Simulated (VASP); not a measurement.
Input of a VASP 6.6.1 run:

The input INCAR:

```
  ALGO = Normal
  EDIFF = 1E-6
  ENCUT = 500
  GGA = PE
  GGA_COMPAT = F
  ISIF = 2
  ISMEAR = 0
  LASPH = T
  LCHARG = F
  LREAL = F
  LWAVE = F
  NBANDS = 13
  NELM = 120
  PREC = Accurate
  SIGMA = 0.2
```

The input KPOINTS:

```
k-points
0
Gamma
  7 7 7
```

Contents of POSCAR:

```
TaH
1.0
    0.0000000000      2.1583435675      2.1583435675
    2.1583435675      0.0000000000      2.1583435675
    2.1583435675      2.1583435675      0.0000000000
Ta H
1 1
Direct
    0.0000000000      0.0000000000      0.0000000000
    0.5000000000      0.5000000000      0.5000000000
```

Potentials or basis: VASP PAW PBE potentials, release 64 (Ta_pv, H).

The run is started by

```sh
$ cat potpaw_PBE.64/Ta_pv/POTCAR potpaw_PBE.64/H/POTCAR > POTCAR
$ mpirun -np 1 vasp_std > vasp.out
```

(1) Predict the band gap on the k mesh.

(2) Estimate the pressure.

Answers

(1) zero (band 6 reaches 6.95 eV, above the bottom of band 7 at 5.64 eV).

(2) 0.0 GPa.

Caveat: the k points lie up to 0.36 Å⁻¹ apart; spin-orbit coupling is left out, which moves the levels of the heavy elements.
